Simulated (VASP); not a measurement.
Input of a VASP 6.6.1 run:

File INCAR:

```
PREC = Accurate
ENCUT = 520
EDIFF = 1E-7
ISMEAR = 0
SIGMA = 0.01
LREAL = F
LASPH = T
NELM = 60
ALGO = Normal
ISIF = 2
LWAVE = F
LCHARG = T
GGA = PE
LELF = T
LVHAR = T
NBANDS = 16
```

Contents of KPOINTS:

```
regular mesh
0
Gamma
  8 8 5
```

The input POSCAR:

```
AlN
1.0
    3.1459274416      0.0000000000      0.0000000000
   -1.5729637208      2.7244530829      0.0000000000
    0.0000000000      0.0000000000      5.0177359194
Al N
2 2
Direct
    0.3333333333      0.6666666667     -0.0001826507
    0.6666666667      0.3333333333      0.4998173493
    0.3333333333      0.6666666667      0.3821826507
    0.6666666667      0.3333333333      0.8821826507
```

Potentials or basis: VASP PAW PBE potentials, release 64 (Al, N).

The run is started by

```console
$ cat potpaw_PBE.64/Al/POTCAR potpaw_PBE.64/N/POTCAR > POTCAR
$ mpirun -np 1 vasp_std > vasp.out
```

Task: Estimate the band gap on the k mesh.

Result: 3.93 eV, direct.

Task: What does it give for the pressure?

Result: -2.2 GPa.

Stress tensor (GPa, compression positive):
```
-2.74  0.00  0.00
 0.00 -2.74  0.00
 0.00  0.00 -1.15
```
